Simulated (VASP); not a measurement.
Runs of VASP 6.6.1 on AlN. The structure is that of space group P6_3mc (No. 186), or close to it. The cells are those of the table. 

```csv
level,cell,k mesh,gap on the mesh (eV),pressure (GPa),largest force (eV/Å)
PBE,"a = 3.182, b = 3.182, c = 10.310 Å, angles 90.0, 90.0, 120.0°, 8 atoms",9 × 9 × 2,3.51,-10.3,0.02
PBE,"a = 3.097, b = 3.097, c = 10.034 Å, angles 90.0, 90.0, 120.0°, 8 atoms",12 × 12 × 4,4.04,4.4,0.01
r2SCAN,"a = 3.097, b = 3.097, c = 10.034 Å, angles 90.0, 90.0, 120.0°, 8 atoms",12 × 12 × 4,4.66,-0.4,-
r2SCAN,"a = 3.097, b = 3.097, c = 10.034 Å, angles 90.0, 90.0, 120.0°, 8 atoms",9 × 9 × 2,(b),-0.4,-
r2SCAN,"a = 3.158, b = 3.158, c = 10.231 Å, angles 90.0, 90.0, 120.0°, 8 atoms",9 × 9 × 2,(a),-11.4,0.02
```

Alike in all rows: task single point; potentials or basis VASP PAW PBE potentials, release 64 (Al, N); no spin polarisation; cutoff (eV) 520; smearing gaussian 0.01 eV.

Q: Fill in the values left out.

A: (a) 4.37; (b) 4.79.

Caveats: the PAW data sets were made with another functional, which shifts forces and pressure a little (at least some runs); the cell stands under tension (at least some runs); an odd mesh through Γ misses points on the zone boundary, where band edges can lie (at least some runs); the cell stands under pressure (at least some runs).
